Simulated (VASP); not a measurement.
Re2Sb3:

```
Re Sb
1.0
     4.33574    0.00000    0.00000
    -2.16787    3.75486    0.00000
     0.00000    0.00000    6.74571
Re Sb
2 3
Direct
  0.33333 0.66667 0.24500
  0.66667 0.33333 0.75500
  0.00000 0.00000 0.00000
  0.33333 0.66667 0.64500
  0.66667 0.33333 0.35500
```

* Program: VASP 6.6.1
* Task: relaxation of cell and atoms
* Functional: PBE
* Potentials or basis: VASP PAW PBE potentials, release 64 (Re, Sb)
* Cutoff: 600 eV
* k mesh: 6 × 6 × 4
* Occupations: gaussian, width 0.1 eV
* Spin: no spin polarisation

At the start: pressure 4.7 GPa; volume 21.96 Å³/atom.

Task: How do energy, volume and symmetry change on relaxing?

Result: Over 26 steps the energy falls by 292.9 meV/atom and the volume is 20.81 Å³/atom (-5.3 %); space group P-3m1 (No. 164, to 0.1 Å) before and after.

Step by step:
```tsv
step	energy change (eV)	largest force (eV/Å)	pressure (GPa)	volume (Å³)
1	0.0000	1.3286	4.72	109.82
2	0.0387	0.3076	-7.55	120.44
3	-0.1066	0.6357	-1.60	114.48
4	-0.1822	0.6249	-1.28	113.08
5	-0.3842	0.7974	0.23	108.94
6	-0.1633	2.4862	8.45	100.96
7	-0.4337	0.7184	1.48	106.86
8	-0.4390	0.9473	2.20	105.91
9	-0.4634	1.0489	2.15	105.72
10	-0.5342	1.3676	2.13	105.15
11	-0.6402	1.9683	2.63	103.99
12	-0.7923	1.9178	1.34	104.47
13	-1.0728	1.7909	-1.50	105.75
14	-1.0083	1.2286	-2.73	107.55
15	-1.0386	1.4347	-2.94	107.24
16	-1.1131	1.6827	-2.80	106.58
17	-1.1137	1.7379	-2.37	106.24
18	-1.2257	1.5049	-1.00	104.84
19	-1.3733	0.6480	4.70	100.69
20	-1.4477	0.2386	1.56	102.73
21	-1.4570	0.0462	0.08	103.83
22	-1.4570	0.0570	0.17	103.77
23	-1.4598	0.0535	0.09	103.86
24	-1.4642	0.0483	-0.08	104.15
25	-1.4644	0.0480	-0.12	104.21
26	-1.4645	0.0252	0.14	104.05
```

Final structure:
```yaml
crystal:
  lattice:
    - [4.51012, 0.00000, 0.00000]
    - [-2.25506, 3.90588, 0.00000]
    - [0.00000, 0.00000, 5.90650]
  atoms:
    - { symbol: Re, position: [0.33333, 0.66667, 0.16019] }
    - { symbol: Re, position: [0.66667, 0.33333, 0.83981] }
    - { symbol: Sb, position: [0.00000, 0.00000, 0.00000] }
    - { symbol: Sb, position: [0.33333, 0.66667, 0.65320] }
    - { symbol: Sb, position: [0.66667, 0.33333, 0.34680] }
```
